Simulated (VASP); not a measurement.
# TeAs2 (I4_1/amd) in VASP: further runs

The runs below take TeAs2 through single point, relaxation of cell and atoms, with LDA, PBEsol, PBE, r2SCAN.

Program: VASP 6.6.1. These are calculated values, not measurements. Logs are shortened: lines on timing, memory, paths and dates and some standing lists are left out, and cuts for length are marked.

### 1 The cell of the first run

The structure is tetragonal, space group I4_1/amd (No. 141). Conventional cell: a = 7.113 Å, b = 7.113 Å, c = 5.881 Å, α = 90.00°, β = 90.00°, γ = 90.00°. Te (site symmetry -4m2) has 4 As at 2.83 Å within 3.7 Å. As (site symmetry 2/m) has 2 Te at 2.83 Å and 6 As at 2.91 to 3.56 Å within 3.7 Å.

### 2 Single point, LDA

Contents of INCAR:

```
SYSTEM = TeAs2
PREC = Accurate ; ENCUT = 520
EDIFF = 1E-6 ; ISMEAR = 0
SIGMA = 0.1 ; LREAL = .FALSE.
LASPH = .TRUE. ; NELM = 80
ALGO = Normal ; ISIF = 2
LWAVE = .FALSE. ; LCHARG = .FALSE.
NBANDS = 25
```

Contents of KPOINTS:

```
regular mesh
0
G
  8 8 8
  0 0 0
```

Contents of POSCAR:

```
TeAs2
1.0
   -3.5564540000      3.5564540000      2.9405160000
    3.5564540000     -3.5564540000      2.9405160000
    3.5564540000      3.5564540000     -2.9405160000
Te As
2 4
Direct
    0.7500000000      0.2500000000      0.5000000000
    0.0000000000      0.0000000000      0.0000000000
    0.3750000000      0.6250000000      0.2500000000
    0.3750000000      0.1250000000      0.7500000000
    0.3750000000      0.6250000000      0.7500000000
    0.8750000000      0.6250000000      0.2500000000
```

Potentials or basis: VASP PAW LDA potentials, release 64 (Te, As).

On the command line:

```
> cat potpaw_LDA.64/Te/POTCAR potpaw_LDA.64/As/POTCAR > POTCAR
> mpirun -np 1 vasp_std > vasp.out
```

OUTCAR:

```text
SYSTEM = TeAs2
   PREC = Accurate
   ENCUT = 520
   EDIFF = 1E-6
   ISMEAR = 0
   LREAL = .FALSE.
   LASPH = .TRUE.
   NELM = 80
   ISIF = 2

 ion  position               nearest neighbor table
   1  0.750  0.250  0.500-   4 2.83   6 2.83   5 2.83   3 2.83
   2  0.000  0.000  0.000-   4 2.83   6 2.83   3 2.83   5 2.83
   3  0.375  0.625  0.250-   1 2.83   2 2.83   6 2.91   5 2.91   5 2.91   6 2.91
   4  0.375  0.125  0.750-   1 2.83   2 2.83   5 2.91   6 2.91   5 2.91   6 2.91
   5  0.375  0.625  0.750-   2 2.83   1 2.83   4 2.91   3 2.91   4 2.91   3 2.91
   6  0.875  0.625  0.250-   1 2.83   2 2.83   3 2.91   4 2.91   3 2.91   4 2.91

  LATTYP: Found a body centered tetragonal cell.
 ALAT       =     7.1129080000
 C/A-ratio  =     0.8268112001

  Lattice vectors:

 A1 = (  -3.5564540000,   3.5564540000,   2.9405160000)
 A2 = (   3.5564540000,  -3.5564540000,   2.9405160000)
 A3 = (   3.5564540000,   3.5564540000,  -2.9405160000)

Analysis of symmetry for initial positions (statically):
=====================================================================
 Subroutine PRICEL returns:
 Original cell was already a primitive cell.

 Routine SETGRP: Setting up the symmetry group for a
 body centered tetragonal supercell.

 Subroutine GETGRP returns: Found 16 space group operations
 (whereof  8 operations were pure point group operations)
 out of a pool of 16 trial point group operations.

The static configuration has the point symmetry D_2d.
 The point group associated with its full space group is D_4h.

Analysis of symmetry for dynamics (positions and initial velocities):
=====================================================================
 Subroutine PRICEL returns:
 Original cell was already a primitive cell.

 Routine SETGRP: Setting up the symmetry group for a
 body centered tetragonal supercell.

 Subroutine GETGRP returns: Found 16 space group operations
 (whereof  8 operations were pure point group operations)
 out of a pool of 16 trial point group operations.

The dynamic configuration has the point symmetry D_2d.
 The point group associated with its full space group is D_4h.

 Subroutine INISYM returns: Found 16 space group operations
 (whereof  8 operations are pure point group operations),
 and found     1 'primitive' translations

----------------------------------------------------------------------------------------

                                     Primitive cell

  volume of cell :     148.7709

  direct lattice vectors                    reciprocal lattice vectors
    -3.556454000  3.556454000  2.940516000     0.000000000  0.140589475  0.170038184
     3.556454000 -3.556454000  2.940516000     0.140589475  0.000000000  0.170038184
     3.556454000  3.556454000 -2.940516000     0.140589475  0.140589475  0.000000000

  length of vectors
     5.826093413  5.826093413  5.826093413     0.220631785  0.220631785  0.198823542

  position of ions in fractional coordinates (direct lattice)
     0.750000000  0.250000000  0.500000000
     0.000000000  0.000000000  0.000000000
     0.375000000  0.625000000  0.250000000
     0.375000000  0.125000000  0.750000000
     0.375000000  0.625000000  0.750000000
     0.875000000  0.625000000  0.250000000

  ion indices of the primitive-cell ions
   primitive index   ion index
                 1           1
                 2           2
                 3           3
                 4           4
                 5           5
                 6           6

----------------------------------------------------------------------------------------

 KPOINTS: regular mesh

Automatic generation of k-mesh.
 Grid dimensions read from file:
 generate k-points for:    8    8    8

 Generating k-lattice:

  Cartesian coordinates                     Fractional coordinates (reciprocal lattice)
     0.000000000  0.017573684  0.021254773     0.125000000  0.000000000 -0.000000000
     0.017573684  0.000000000  0.021254773     0.000000000  0.125000000 -0.000000000
     0.017573684  0.017573684  0.000000000     0.000000000  0.000000000  0.125000000

  Length of vectors
     0.027578973  0.027578973  0.024852943

  Shift w.r.t. Gamma in fractional coordinates (k-lattice)
     0.000000000  0.000000000  0.000000000

 Subroutine IBZKPT returns following result:
 ===========================================

 Found     59 irreducible k-points:

 Following reciprocal coordinates:
            Coordinates               Weight
  0.000000  0.000000  0.000000      1.000000
  0.125000  0.000000  0.000000      8.000000
  0.250000  0.000000  0.000000      8.000000
  0.375000  0.000000 -0.000000      8.000000
  0.500000  0.000000  0.000000      4.000000
  0.125000  0.125000 -0.000000      8.000000
[... 16 lines left out ...]
  0.250000  0.125000  0.125000     16.000000
  0.375000  0.125000  0.125000      8.000000
 [... further k-points ...]
   k-points           NKPTS =     59   k-points in BZ     NKDIM =     59   number of bands    NBANDS=     25
   number of dos      NEDOS =    301   number of ions     NIONS =      6
   total plane-waves  NPLWV = 110592
   dimension x,y,z NGX =    48 NGY =   48 NGZ =   48
   dimension x,y,z NGXF=    96 NGYF=   96 NGZF=   96
   ions per type =               2   4
   NGX,Y,Z   is equivalent  to a cutoff of  13.70, 13.70, 13.70 a.u.
   NGXF,Y,Z  is equivalent  to a cutoff of  27.39, 27.39, 27.39 a.u.
 SYSTEM =  TeAs2
   PREC   = accura    normal or accurate (medium, high low for compatibility)
   ISTART =      0    job   : 0-new  1-cont  2-samecut
   ICHARG =      2    charge: 1-file 2-atom 10-const
   ISPIN  =      1    spin polarized calculation?
   LNONCOLLINEAR =      F non collinear calculations
   LSORBIT =      F    spin-orbit coupling
   LASPH  =      T    aspherical Exc in radial PAW
   ENCUT  =  520.0 eV  38.22 Ry    6.18 a.u.  10.83 10.83 10.83*2*pi/ulx,y,z
   NELM   =     80;   NELMIN=  2; NELMDL= -5     # of ELM steps
   EDIFF  = 0.1E-05   stopping-criterion for ELM
   LREAL  =      F    real-space projection
   EDIFFG = 0.1E-04   stopping-criterion for IOM
   NSW    =      0    number of steps for IOM
   IBRION =     -1    ionic relax: 0-MD 1-quasi-New 2-CG
   NFREE  =      0    steps in history (QN), initial steepest desc. (CG)
   ISIF   =      2    stress and relaxation
   ISYM   =      2    0-nonsym 1-usesym 2-fastsym
   POTIM  = 0.5000    time-step for ionic-motion
   TEBEG  =    0.0;   TEEND  =   0.0 temperature during run
   PSTRESS=    0.0 pullay stress
   NELECT =      32.0000    total number of electrons
   NUPDOWN=      -1.0000    fix difference up-down
   EMIN   =  10.00;   EMAX   =-10.00  energy-range for DOS
   EFERMI =   0.00;   METHOD = LEGACY
   ISMEAR =     0;   SIGMA  =   0.10  broadening in eV -4-tet -1-fermi 0-gaus
   EFERMI_NEDOS =   21; number of points for ismear=-14 and -15
   IALGO  =     38    algorithm
   IMIX   =      4    mixing-type and parameters
     AMIX     =   0.40;   BMIX     =  1.00
     AMIX_MAG =   1.60;   BMIX_MAG =  1.00
  volume/ion in A,a.u.               =      24.80       167.33
  Fermi-wavevector in a.u.,A,eV,Ry     =   0.980887  1.853607 13.090692  0.962139
  Thomas-Fermi vector in A             =   2.111851
   LORBIT       =      0    0 simple, 1 ext, 2 COOP (PROOUT), +10 PAW based schemes
   GGA     = CA    functional components
   LHFCALC =     F    Hartree Fock is set to
   AEXX    =    0.0000 exact exchange contribution
   IVDW    =     0    specifies the selected vdW correction
   LEPSILON=     F    determine dielectric tensor
   LRPA    =     F    only Hartree local field effects (RPA)
 non-spin polarized calculation
 Gauss-broadening in eV      SIGMA  =   0.10
  energy-cutoff  :      520.00
  volume of cell :      148.77
 maximum number of plane-waves:      4035
 NGX is ok and might be reduce to    48
   NGX = 21   NGY = 21   NGZ = 21

 number of electron      31.9999998 magnetization

 Free energy of the ion-electron system (eV)
  ---------------------------------------------------
  ext. energy  EPLUGINS =         0.00000000
  ---------------------------------------------------
  free energy    TOTEN  =       -27.94960654 eV

  energy without entropy =      -27.93399451  energy(sigma->0) =      -27.94180053

 E-fermi :   5.5607     XC(G=0): -10.0267

 val. band max:        5.5570447523   @ k =   0.2500   0.2500  -0.0000
 cond. band min:       5.5795802877   @ k =   0.5000   0.5000   0.2500
 fundamental gap:      0.0225355354
 Fermi energy:         5.5607163280

 k-point     1 :       0.0000    0.0000    0.0000
  band No.  band energies     occupation
      1      -8.4068      2.00000
      2      -5.2941      2.00000
      3      -4.6248      2.00000
      4      -4.6248      2.00000
      5      -3.8317      2.00000
      6      -3.3234      2.00000
[... 17 lines left out ...]
     24      10.4848      0.00000
     25      10.9357      0.00000

 k-point     2 :       0.1250    0.0000    0.0000
  band No.  band energies     occupation
      1      -8.3070      2.00000
      2      -5.4657      2.00000
      3      -4.6567      2.00000
      4      -4.6543      2.00000
      5      -4.0385      2.00000
      6      -3.2852      2.00000
[... 17 lines left out ...]
     24      10.1083      0.00000
     25      11.1442      0.00000

 k-point     3 :       0.2500    0.0000    0.0000
  band No.  band energies     occupation
      1      -8.0101      2.00000
      2      -5.7338      2.00000
      3      -5.1967      2.00000
      4      -4.7225      2.00000
      5      -4.3155      2.00000
      6      -2.9567      2.00000
[... 552 lines left out ...]
 k-point    23 :       0.2500    0.1250    0.1250
  band No.  band energies     occupation
      1      -7.3849      2.00000
      2      -6.1067      2.00000
      3      -5.9041      2.00000
      4      -5.5036      2.00000
      5      -3.7768      2.00000
      6      -2.5877      2.00000
[... 17 lines left out ...]
     24       9.6996      0.00000
     25      11.2170      0.00000

 k-point    24 :       0.3750    0.1250    0.1250
  band No.  band energies     occupation
      1      -6.8169      2.00000
      2      -6.6570      2.00000
      3      -6.0628      2.00000
      4      -5.6393      2.00000
      5      -3.7291      2.00000
      6      -2.4256      2.00000
[... 17 lines left out ...]
     24      10.0276      0.00000
     25      11.0953      0.00000

 [... further k-points ...]
[... 5 lines left out ...]
  --------------------------------------------------------------------------------------
  -------------------------------------------------------------------------------------
  Total       -3.9697499     -3.9697499     -5.6018665      0.0000000      0.0000000      0.0000000
  in kB      -42.7519370    -42.7519370    -60.3289004      0.0000000      0.0000000      0.0000000
  external PRESSURE =     -48.6109248 kB  Pullay stress =       0.0000000 kB

 VOLUME and BASIS-vectors are now :
 -----------------------------------------------------------------------------
  energy-cutoff  :      520.00
  volume of cell :      148.77
      direct lattice vectors                 reciprocal lattice vectors
    -3.556454000  3.556454000  2.940516000     0.000000000  0.140589475  0.170038184
     3.556454000 -3.556454000  2.940516000     0.140589475  0.000000000  0.170038184
     3.556454000  3.556454000 -2.940516000     0.140589475  0.140589475  0.000000000

 POSITION                                       TOTAL-FORCE (eV/Angst)
 -----------------------------------------------------------------------------------
      0.00000      3.55645      1.47026        -0.000000     -0.000000      0.000000
      0.00000      0.00000      0.00000         0.000000      0.000000     -0.000000
      1.77823     -0.00000      2.20539        -0.000000     -0.000000      0.000000
      1.77823      3.55645     -0.73513        -0.000000     -0.000000      0.000000
      3.55645      1.77823      0.73513        -0.000000     -0.000000      0.000000
     -0.00000      1.77823      3.67564        -0.000000     -0.000000      0.000000
 -----------------------------------------------------------------------------------
    total drift:                                0.000000     -0.000000      0.000000

  FREE ENERGIE OF THE ION-ELECTRON SYSTEM (eV)
  ---------------------------------------------------
  free  energy   TOTEN  =       -27.9496065429 eV

  energy  without entropy=      -27.9339945145  energy(sigma->0) =      -27.94180053
```

Wall time 2.2 min (1 thread of Intel Xeon Platinum 8375C at 2.90GHz (Ice Lake), shared host); peak memory 0.37 GiB.

What came out:

```
Free energy            : -27.9496 eV
Pressure               : -4.9 GPa
Band gap on the k mesh : zero (band 16 reaches 5.89 eV, above the bottom of band 17 at 5.36 eV)
```

Stress tensor (GPa, compression positive):
```
-4.28  0.00  0.00
 0.00 -4.28  0.00
 0.00  0.00 -6.03
```

Levels at points of the mesh, in eV from the Fermi level:
```tsv
k point	band 14	band 15	band 16	band 17	band 18	band 19
(0.00, 0.00, 0.00)	-2.05	-2.05	-0.66	1.69	3.03	3.03
(0.50, 0.00, 0.00)	-0.83	-0.30	-0.30	-0.12	0.23	1.41
(0.50, 0.50, 0.00)	-1.08	-0.93	-0.93	-0.20	-0.20	2.01
(0.50, 0.50, 0.50)	-0.70	0.11	0.11	0.15	0.15	0.77
```

Caveat: spin-orbit coupling is left out, which moves the levels of the heavy elements.

### 3 Single point, LDA

This run uses another cell than the first one, of 22.85 Å³/atom, 0.922 times its volume.

Contents of INCAR:

```
PREC = Accurate
ENCUT = 520
EDIFF = 1E-7
ISMEAR = 0
SIGMA = 0.1
LREAL = F
LASPH = T
NELM = 100
ALGO = Normal
ISIF = 2
LWAVE = F
LCHARG = T
GGA = CA
LELF = T
LVHAR = T
NBANDS = 25
```

Contents of KPOINTS:

```
regular mesh
0
Gamma
  8 8 8
```

Edit POSCAR of step 2 so:

```diff
@@ -2,5 +2,5 @@
 1.0
-   -3.5564540000      3.5564540000      2.9405160000
-    3.5564540000     -3.5564540000      2.9405160000
-    3.5564540000      3.5564540000     -2.9405160000
+   -3.4486320127      3.4486320127      2.8820033267
+    3.4486320127     -3.4486320127      2.8820033267
+    3.4486320127      3.4486320127     -2.8820033267
 Te As
```

Potentials or basis: VASP PAW LDA potentials, release 64 (Te, As).

On the command line:

```
> cat potpaw_LDA.64/Te/POTCAR potpaw_LDA.64/As/POTCAR > POTCAR
> mpirun -np 1 vasp_std > vasp.out
```

OUTCAR:

```text
PREC = Accurate
   ENCUT = 520
   EDIFF = 1E-7
   ISMEAR = 0
   LREAL = F
   LASPH = T
   NELM = 100
   ISIF = 2
   GGA = CA

 ion  position               nearest neighbor table
   1  0.750  0.250  0.500-   5 2.77   3 2.77   6 2.77   4 2.77
   2  0.000  0.000  0.000-   3 2.77   5 2.77   6 2.77   4 2.77
   3  0.375  0.625  0.250-   1 2.77   2 2.77   6 2.83   5 2.83   5 2.83   6 2.83
   4  0.375  0.125  0.750-   1 2.77   2 2.77   5 2.83   6 2.83   5 2.83   6 2.83
   5  0.375  0.625  0.750-   2 2.77   1 2.77   4 2.83   3 2.83   4 2.83   3 2.83
   6  0.875  0.625  0.250-   1 2.77   2 2.77   3 2.83   4 2.83   3 2.83   4 2.83
[... 881 lines left out ...]
  -------------------------------------------------------------------------------------
  Total        0.1268779      0.1268779      0.2617008      0.0000000     -0.0000000      0.0000000
  in kB        1.4826836      1.4826836      3.0582113      0.0000000     -0.0000000      0.0000000
  external PRESSURE =       2.0078595 kB  Pullay stress =       0.0000000 kB

 VOLUME and BASIS-vectors are now :
 -----------------------------------------------------------------------------
  energy-cutoff  :      520.00
  volume of cell :      137.10
      direct lattice vectors                 reciprocal lattice vectors
    -3.448632013  3.448632013  2.882003327     0.000000000  0.144985025  0.173490431
     3.448632013 -3.448632013  2.882003327     0.144985025  0.000000000  0.173490431
     3.448632013  3.448632013 -2.882003327     0.144985025  0.144985025  0.000000000

 POSITION                                       TOTAL-FORCE (eV/Angst)
 -----------------------------------------------------------------------------------
     -0.00000      3.44863      1.44100         0.000000     -0.000000     -0.000000
      0.00000      0.00000      0.00000        -0.000000      0.000000     -0.000000
      1.72432      0.00000      2.16150        -0.000000     -0.000000      0.000000
      1.72432      3.44863     -0.72050        -0.000000     -0.000000      0.000000
      3.44863      1.72432      0.72050        -0.000000     -0.000000      0.000000
     -0.00000      1.72432      3.60250        -0.000000     -0.000000      0.000000
 -----------------------------------------------------------------------------------
    total drift:                               -0.000000      0.000000      0.000000

  FREE ENERGIE OF THE ION-ELECTRON SYSTEM (eV)
  ---------------------------------------------------
  free  energy   TOTEN  =       -28.1269859301 eV

  energy  without entropy=      -28.1118247269  energy(sigma->0) =      -28.11940533
```

It took 5.5 min on 1 thread of AMD EPYC, shared host; peak memory 0.28 GiB.

Results:

| Quantity | Value |
| --- | --- |
| Free energy | -28.1270 eV |
| Pressure | 0.2 GPa |
| Band gap on the k mesh | zero (band 16 reaches 7.12 eV, above the bottom of band 17 at 6.32 eV) |

Stress tensor (GPa, compression positive):
```
0.15 0.00 0.00
0.00 0.15 0.00
0.00 0.00 0.31
```

Levels at points of the mesh, in eV from the Fermi level:
```tsv
k point	band 13	band 14	band 15	band 16	band 17	band 18	band 19	band 20
(0.00, 0.00, 0.00)	-3.11	-2.22	-2.22	-0.58	1.87	3.31	3.31	3.74
(0.50, 0.00, 0.00)	-1.65	-0.97	-0.44	-0.41	-0.20	0.26	1.54	1.60
(0.50, 0.50, 0.00)	-1.22	-1.22	-1.10	-1.10	-0.27	-0.27	2.15	2.15
(0.50, 0.50, 0.50)	-0.90	-0.90	0.09	0.09	0.37	0.37	0.84	0.84
```

Caveat: spin-orbit coupling is left out, which moves the levels of the heavy elements.

### 4 Single point, PBEsol

This run uses another cell than the first one, of 23.28 Å³/atom, 0.939 times its volume.

Contents of INCAR:

```
SYSTEM = TeAs2
  PREC = Accurate
  ENCUT = 520
  EDIFF = 1E-6
  ISMEAR = 0
  SIGMA = 0.1
  LREAL = .False.
  LASPH = .True.
  NELM = 60
  ALGO = Normal
  ISIF = 2
  LWAVE = .False.
  LCHARG = .False.
  GGA = PS
  NBANDS = 25
```

Contents of KPOINTS:

```
regular mesh
0
Gamma
  8 8 8
  0 0 0
```

Edit POSCAR of step 3 so:

```diff
@@ -2,5 +2,5 @@
 1.0
-   -3.4486320127      3.4486320127      2.8820033267
-    3.4486320127     -3.4486320127      2.8820033267
-    3.4486320127      3.4486320127     -2.8820033267
+   -3.4703088499      3.4703088499      2.8990600126
+    3.4703088499     -3.4703088499      2.8990600126
+    3.4703088499      3.4703088499     -2.8990600126
 Te As
```

Potentials or basis: VASP PAW PBE potentials, release 64 (Te, As).

On the command line:

```
> cat potpaw_PBE.64/Te/POTCAR potpaw_PBE.64/As/POTCAR > POTCAR
> mpirun -np 1 vasp_std > vasp.out
```

Wall time 5.8 min (1 thread of AMD EPYC, shared host); peak memory 0.33 GiB.

Results (log left out):

```yaml
Free_energy: -26.4512 eV
Pressure: 0.2 GPa
Band_gap_on_the_k_mesh: zero (band 16 reaches 6.79 eV, above the bottom of band 17 at 6.02 eV)
```

Stress tensor (GPa, compression positive):
```
0.12 0.00 0.00
0.00 0.12 0.00
0.00 0.00 0.23
```

Levels at points of the mesh, in eV from the Fermi level:
| k point | band 14 | band 15 | band 16 | band 17 | band 18 | band 19 |
| --- | --- | --- | --- | --- | --- | --- |
| (0.00, 0.00, 0.00) | -2.18 | -2.18 | -0.59 | 1.84 | 3.28 | 3.28 |
| (0.50, 0.00, 0.00) | -0.94 | -0.43 | -0.39 | -0.20 | 0.25 | 1.52 |
| (0.50, 0.50, 0.00) | -1.20 | -1.08 | -1.08 | -0.26 | -0.26 | 2.12 |
| (0.50, 0.50, 0.50) | -0.87 | 0.10 | 0.10 | 0.34 | 0.34 | 0.83 |

Caveat: the PAW data sets were made with another functional, which shifts forces and pressure a little; spin-orbit coupling is left out, which moves the levels of the heavy elements.

(Part 1 of 2 ends here.)
